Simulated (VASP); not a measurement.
# Au in VASP: single point with PBE

Aim: the single point of Au with PBE.

All numbers are computed with VASP 6.6.1; they aren't measurements. Logs are shortened: lines on timing, memory, paths and dates and some standing lists are left out, and cuts for length are marked.

## 1. The cell of the first run

The cell holds a slab with vacuum, 7 atoms: a = 2.900 Å, b = 2.900 Å, c = 29.640 Å, α = 90.00°, β = 90.00°, γ = 120.00°.

## 2. Single point, PBE

INCAR reads:

```
ALGO = Normal
DIPOL = 0.5 0.5 0.500
EDIFF = 1E-7
ENCUT = 520
GGA = PE
IDIPOL = 3
ISIF = 2
ISMEAR = -1
LASPH = True
LCHARG = True
LDIPOL = True
LELF = True
LREAL = False
LVACPOTAV = True
LVHAR = True
LWAVE = False
NBANDS = 48
NELM = 100
PREC = Accurate
SIGMA = 0.05
```

KPOINTS reads:

```
k-points
0
Gamma
  11 11 1
```

POSCAR reads:

```
Au
1.0
    2.8999984105      0.0000000000      0.0000000000
   -1.4499992052      2.5114722944      0.0000000000
    0.0000000000      0.0000000000     29.6400000000
Au
7
Direct
    0.3333333333      0.6666666666      0.2530364372
    0.6666666667      0.3333333334      0.3353576248
    0.3333333333      0.6666666666      0.4176788124
    0.6666666667      0.3333333334      0.5000000000
    0.3333333333      0.6666666666      0.5823211876
    0.6666666667      0.3333333334      0.6646423752
    0.3333333333      0.6666666666      0.7469635628
```

Potentials or basis: VASP PAW PBE potentials, release 64 (Au).

Command:

```bash
$ cat potpaw_PBE.64/Au/POTCAR > POTCAR
$ mpirun -np 1 vasp_std > vasp.out
```

OUTCAR:

```text
EDIFF = 1E-7
   ENCUT = 520
   GGA = PE
   ISIF = 2
   ISMEAR = -1
   LASPH = True
   LREAL = False
   NELM = 100
   PREC = Accurate

 ion  position               nearest neighbor table
   1  0.333  0.667  0.253-   2 2.96   2 2.96   2 2.96
   2  0.667  0.333  0.335-   1 2.96   3 2.96   1 2.96   3 2.96   1 2.96   3 2.96
   3  0.333  0.667  0.418-   2 2.96   4 2.96   2 2.96   4 2.96   2 2.96   4 2.96
   4  0.667  0.333  0.500-   3 2.96   5 2.96   3 2.96   5 2.96   3 2.96   5 2.96
   5  0.333  0.667  0.582-   4 2.96   6 2.96   4 2.96   6 2.96   4 2.96   6 2.96
   6  0.667  0.333  0.665-   7 2.96   5 2.96   7 2.96   5 2.96   7 2.96   5 2.96
   7  0.333  0.667  0.747-   6 2.96   6 2.96   6 2.96

  LATTYP: Found a hexagonal cell.
 ALAT       =     2.8999984105
 C/A-ratio  =    10.2206952572

  Lattice vectors:

 A1 = (   2.8999984105,   0.0000000000,   0.0000000000)
 A2 = (  -1.4499992052,   2.5114722944,   0.0000000000)
 A3 = (   0.0000000000,   0.0000000000,  29.6400000000)

Analysis of symmetry for initial positions (statically):
=====================================================================
 Subroutine PRICEL returns:
 Original cell was already a primitive cell.

 Routine SETGRP: Setting up the symmetry group for a
 hexagonal supercell.

 Subroutine GETGRP returns: Found 12 space group operations
 (whereof 12 operations were pure point group operations)
 out of a pool of 24 trial point group operations.

The static configuration has the point symmetry D_3h.

Analysis of symmetry for dynamics (positions and initial velocities):
=====================================================================
 Subroutine PRICEL returns:
 Original cell was already a primitive cell.

 Routine SETGRP: Setting up the symmetry group for a
 hexagonal supercell.

 Subroutine GETGRP returns: Found 12 space group operations
 (whereof 12 operations were pure point group operations)
 out of a pool of 24 trial point group operations.

The dynamic configuration has the point symmetry D_3h.

 Subroutine INISYM returns: Found 12 space group operations
 (whereof 12 operations are pure point group operations),
 and found     1 'primitive' translations

----------------------------------------------------------------------------------------

                                     Primitive cell

  volume of cell :     215.8760

  direct lattice vectors                    reciprocal lattice vectors
     2.899998410  0.000000000  0.000000000     0.344827775  0.199086409  0.000000000
    -1.449999205  2.511472294  0.000000000     0.000000000  0.398172818  0.000000000
     0.000000000  0.000000000 29.640000000     0.000000000  0.000000000  0.033738192

  length of vectors
     2.899998410  2.899998410 29.640000000     0.398172818  0.398172818  0.033738192

  position of ions in fractional coordinates (direct lattice)
     0.333333333  0.666666667  0.253036437
     0.666666667  0.333333333  0.335357625
     0.333333333  0.666666667  0.417678812
     0.666666667  0.333333333  0.500000000
     0.333333333  0.666666667  0.582321188
     0.666666667  0.333333333  0.664642375
     0.333333333  0.666666667  0.746963563

  ion indices of the primitive-cell ions
   primitive index   ion index
                 1           1
                 2           2
                 3           3
                 4           4
                 5           5
                 6           6
                 7           7

----------------------------------------------------------------------------------------

 KPOINTS: k-points

Automatic generation of k-mesh.
 Grid dimensions read from file:
 generate k-points for:   11   11    1

 Generating k-lattice:

  Cartesian coordinates                     Fractional coordinates (reciprocal lattice)
     0.031347980  0.018098764  0.000000000     0.090909091  0.000000000  0.000000000
     0.000000000  0.036197529  0.000000000     0.000000000  0.090909091  0.000000000
     0.000000000  0.000000000  0.033738192     0.000000000  0.000000000  1.000000000

  Length of vectors
     0.036197529  0.036197529  0.033738192

  Shift w.r.t. Gamma in fractional coordinates (k-lattice)
     0.000000000  0.000000000  0.000000000

 Subroutine IBZKPT returns following result:
 ===========================================

 Found     16 irreducible k-points:

 Following reciprocal coordinates:
            Coordinates               Weight
  0.000000  0.000000  0.000000      1.000000
  0.090909 -0.000000  0.000000      6.000000
  0.181818  0.000000  0.000000      6.000000
  0.272727 -0.000000  0.000000      6.000000
  0.363636  0.000000  0.000000      6.000000
  0.454545  0.000000  0.000000      6.000000
[... 8 lines left out ...]
  0.272727  0.272727  0.000000      6.000000
  0.363636  0.272727  0.000000      6.000000
   k-points           NKPTS =     16   k-points in BZ     NKDIM =     16   number of bands    NBANDS=     48
   number of dos      NEDOS =    301   number of ions     NIONS =      7
   total plane-waves  NPLWV = 129024
   dimension x,y,z NGX =    24 NGY =   24 NGZ =  224
   dimension x,y,z NGXF=    48 NGYF=   48 NGZF=  448
   ions per type =               7
   NGX,Y,Z   is equivalent  to a cutoff of  13.76, 13.76, 12.56 a.u.
   NGXF,Y,Z  is equivalent  to a cutoff of  27.52, 27.52, 25.13 a.u.
 SYSTEM =  unknown system
   PREC   = accura    normal or accurate (medium, high low for compatibility)
   ISTART =      0    job   : 0-new  1-cont  2-samecut
   ICHARG =      2    charge: 1-file 2-atom 10-const
   ISPIN  =      1    spin polarized calculation?
   LNONCOLLINEAR =      F non collinear calculations
   LSORBIT =      F    spin-orbit coupling
   LASPH  =      T    aspherical Exc in radial PAW
   ENCUT  =  520.0 eV  38.22 Ry    6.18 a.u.   5.39  5.39 55.11*2*pi/ulx,y,z
   NELM   =    100;   NELMIN=  2; NELMDL= -5     # of ELM steps
   EDIFF  = 0.1E-06   stopping-criterion for ELM
   LREAL  =      F    real-space projection
   EDIFFG = 0.1E-05   stopping-criterion for IOM
   NSW    =      0    number of steps for IOM
   IBRION =     -1    ionic relax: 0-MD 1-quasi-New 2-CG
   NFREE  =      0    steps in history (QN), initial steepest desc. (CG)
   ISIF   =      2    stress and relaxation
   ISYM   =      2    0-nonsym 1-usesym 2-fastsym
   POTIM  = 0.5000    time-step for ionic-motion
   TEBEG  =    0.0;   TEEND  =   0.0 temperature during run
   PSTRESS=    0.0 pullay stress
   NELECT =      77.0000    total number of electrons
   NUPDOWN=      -1.0000    fix difference up-down
   EMIN   =  10.00;   EMAX   =-10.00  energy-range for DOS
   EFERMI =   0.00;   METHOD = LEGACY
   ISMEAR =    -1;   SIGMA  =   0.05  broadening in eV -4-tet -1-fermi 0-gaus
   EFERMI_NEDOS =   21; number of points for ismear=-14 and -15
   IALGO  =     38    algorithm
   IMIX   =      4    mixing-type and parameters
     AMIX     =   0.40;   BMIX     =  1.00
     AMIX_MAG =   1.60;   BMIX_MAG =  1.00
  volume/ion in A,a.u.               =      30.84       208.11
  Fermi-wavevector in a.u.,A,eV,Ry     =   1.161013  2.193996 18.339979  1.347950
  Thomas-Fermi vector in A             =   2.297589
   LORBIT       =      0    0 simple, 1 ext, 2 COOP (PROOUT), +10 PAW based schemes
   GGA     = PE    functional components
   LHFCALC =     F    Hartree Fock is set to
   AEXX    =    0.0000 exact exchange contribution
   IVDW    =     0    specifies the selected vdW correction
   LEPSILON=     F    determine dielectric tensor
   LRPA    =     F    only Hartree local field effects (RPA)
 non-spin polarized calculation
  energy-cutoff  :      520.00
  volume of cell :      215.88
 maximum number of plane-waves:      5919
 NGX is ok and might be reduce to    24
   NGX = 11   NGY = 11   NGZ =111

 dipolmoment           0.000000      0.000000      0.000000 electrons x Angstroem

 number of electron      77.0000011 magnetization

 dipolmoment           0.000000      0.000000     -0.000000 electrons x Angstroem

 Free energy of the ion-electron system (eV)
  ---------------------------------------------------
  ext. energy  EPLUGINS =         0.00000000
  ---------------------------------------------------
  free energy    TOTEN  =       -21.93425827 eV

  energy without entropy =      -21.91498136  energy(sigma->0) =      -21.92461982

 E-fermi :   2.7474     XC(G=0):  -7.7176

 val. band max:        2.7324062559   @ k =   0.3636   0.0000   0.0000
 cond. band min:       2.7499441742   @ k =   0.1818   0.0909   0.0000
 fundamental gap:      0.0175379183
 Fermi energy:         2.7474388538

 k-point     1 :       0.0000    0.0000    0.0000
  band No.  band energies     occupation
      1      -6.4182      2.00000
      2      -5.9611      2.00000
      3      -5.3251      2.00000
      4      -4.7144      2.00000
      5      -4.2859      2.00000
      6      -4.0463      2.00000
[... 40 lines left out ...]
     47       9.0853      0.00000
     48       9.1463      0.00000

 k-point     2 :       0.0909   -0.0000    0.0000
  band No.  band energies     occupation
      1      -6.1676      2.00000
      2      -5.7143      2.00000
      3      -5.0819      2.00000
      4      -4.4699      2.00000
      5      -4.0572      2.00000
      6      -3.8219      2.00000
[... 40 lines left out ...]
     47       9.2574      0.00000
     48       9.3360      0.00000

 k-point     3 :       0.1818    0.0000    0.0000
  band No.  band energies     occupation
      1      -5.4675      2.00000
      2      -5.0397      2.00000
      3      -4.4421      2.00000
      4      -3.8505      2.00000
      5      -3.5091      2.00000
      6      -3.2657      2.00000
[... 652 lines left out ...]
     47       8.7441      0.00000
     48       8.7751      0.00000

 k-point    16 :       0.3636    0.2727    0.0000
  band No.  band energies     occupation
      1      -2.9925      2.00000
      2      -2.9367      2.00000
      3      -2.8208      2.00000
      4      -2.6897      2.00000
      5      -2.5722      2.00000
      6      -2.5604      2.00000
[... 40 lines left out ...]
     47       8.3753      0.00000
     48       9.1906      0.00000

------------------------ aborting loop because EDIFF is reached ----------------------------------------

  FORCE on cell =-STRESS in cart. coord.  units (eV):
  Direction    XX          YY          ZZ          XY          YZ          ZX
  --------------------------------------------------------------------------------------
  -------------------------------------------------------------------------------------
  Total       -0.8418359     -0.8418359      0.6562736     -0.0000000     -0.0000000      0.0000000
  in kB       -6.2478943     -6.2478943      4.8706976     -0.0000000     -0.0000000      0.0000000
  external PRESSURE =      -2.5416970 kB  Pullay stress =       0.0000000 kB

 VOLUME and BASIS-vectors are now :
 -----------------------------------------------------------------------------
  energy-cutoff  :      520.00
  volume of cell :      215.88
      direct lattice vectors                 reciprocal lattice vectors
     2.899998410  0.000000000  0.000000000     0.344827775  0.199086409  0.000000000
    -1.449999205  2.511472294  0.000000000     0.000000000  0.398172818  0.000000000
     0.000000000  0.000000000 29.640000000     0.000000000  0.000000000  0.033738192

 POSITION                                       TOTAL-FORCE (eV/Angst)
 -----------------------------------------------------------------------------------
      0.00000      1.67431      7.50000         0.000000      0.000000     -0.110637
      1.45000      0.83716      9.94000         0.000000     -0.000000      0.117678
      0.00000      1.67431     12.38000        -0.000000      0.000000     -0.058226
      1.45000      0.83716     14.82000        -0.000000     -0.000000      0.000000
      0.00000      1.67431     17.26000        -0.000000     -0.000000      0.058226
      1.45000      0.83716     19.70000         0.000000      0.000000     -0.117678
      0.00000      1.67431     22.14000        -0.000000      0.000000      0.110637
 -----------------------------------------------------------------------------------
    total drift:                               -0.000000      0.000000     -0.000000

  FREE ENERGIE OF THE ION-ELECTRON SYSTEM (eV)
  ---------------------------------------------------
  free  energy   TOTEN  =       -21.9342582705 eV

  energy  without entropy=      -21.9149813623  energy(sigma->0) =      -21.92461982

 vacuum level on the upper side and lower side of the slab         8.009         8.009
```

Run time: 6.4 min. Hardware: 1 thread of Intel Xeon 8259CL, shared host; peak memory 0.42 GiB.

What came out:

| Item | Value |
| --- | --- |
| Free energy | -21.9343 eV |
| Largest force | 0.118 eV/Å |
| Band gap on the k mesh | zero (an odd number of electrons rules out a gap without spin polarisation) |

Forces on the atoms (eV/Å):
```
Au   0.000  0.000 -0.111
Au   0.000  0.000  0.118
Au   0.000  0.000 -0.058
Au   0.000  0.000  0.000
Au   0.000  0.000  0.058
Au   0.000  0.000 -0.118
Au   0.000  0.000  0.111
```

Caveat: spin-orbit coupling is left out, which moves the levels of the heavy elements.
